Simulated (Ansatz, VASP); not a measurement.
**Bi in VASP and in Ansatz**

```
CELL_PARAMETERS angstrom
4.44634 0.00000 0.00000
-2.22317 3.85064 0.00000
0.00000 0.00000 11.58752
ATOMIC_POSITIONS crystal
Bi 0.33333 0.66667 0.25000
Bi 0.66667 0.33333 0.75000
```

Change from the starting cell: volume scaled by 0.94.

Alike in both runs: task single point; functional PBEsol; k mesh 9 × 9 × 3; occupations fermi-dirac, width 0.03 eV; no spin polarisation.

```csv
,VASP,Ansatz
version,VASP 6.6.1,Ansatz 0.2.0
potentials or method,"VASP PAW PBE potentials, release 64 (Bi_d), cutoff 520 eV","all-electron LAPW, scalar-relativistic"
```

VASP gave:

```
pressure (GPa)                                                : -3.9
traceless stress, the component that is largest in VASP (GPa) : 3.43
```

Problem. Which values does Ansatz return?

Solution. Pressure (GPa): -3.9; traceless stress, the component that is largest in VASP (GPa): 3.44.

VASP's potentials were made for PBE, not for PBEsol. Ansatz ran all-electron here, and VASP with PAW potentials.

Spin-orbit coupling is off throughout.
